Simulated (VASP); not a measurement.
A run of VASP 6.6.1 is set up as follows.

INCAR

```
PREC = Accurate
ENCUT = 520
EDIFF = 1E-6
ISMEAR = 0
SIGMA = 0.05
LREAL = F
LASPH = T
NELM = 60
ALGO = Normal
ISIF = 2
LWAVE = F
LCHARG = T
GGA = PE
LELF = T
LVHAR = T
NBANDS = 56
```

The input KPOINTS:

```
Automatic mesh
0
Gamma
  6 6 2
```

POSCAR

```
HfO2
1.0
   -3.6043047991      0.0000000000      0.0000000000
    0.0000000000     -3.6043047991      0.0000000000
    0.0000000000     -0.7208609598     10.5279346079
Hf O
4 8
Direct
    0.5000000000      0.4596600000      0.2017000000
    0.5000000000      0.3596600000      0.7017000000
    1.0000000000      0.9096600000      0.4517000000
    1.0000000000      0.8096600000      0.9517000000
    0.0000000000      0.4403347907      0.2983260466
    0.0000000000      0.3403347907      0.7983260466
    0.5000000000     -0.0710147907      0.3550739534
    0.5000000000     -0.1710147907      0.8550739534
    0.5000000000     -0.0210147907      0.1050739534
    0.5000000000     -0.1210147907      0.6050739534
    0.0000000000      0.4903347907      0.0483260466
    0.0000000000      0.3903347907      0.5483260466
```

Potentials or basis: VASP PAW PBE potentials, release 64 (Hf_pv, O).

Command:

```sh
$ cat potpaw_PBE.64/Hf_pv/POTCAR potpaw_PBE.64/O/POTCAR > POTCAR
$ mpirun -np 1 vasp_std > vasp.out
```

Problem. What does it give for the band gap on the k mesh?

Solution. 3.85 eV, indirect (least direct gap 3.97 eV).

Problem. Estimate the largest force.

Solution. 35.214 eV/Å.

Problem. Predict the pressure.

Solution. 19.0 GPa.

Stress tensor (GPa, compression positive):
```
 0.53  0.00  0.00
 0.00 30.19 33.53
 0.00 33.53 26.15
```

Caveat: spin-orbit coupling is left out, which moves the levels of the heavy elements; forces of over 1 eV/Å act on the atoms, so gaps and moduli don't describe the material at rest. A hybrid or GW would open this gap; PBE tends to underestimate it.
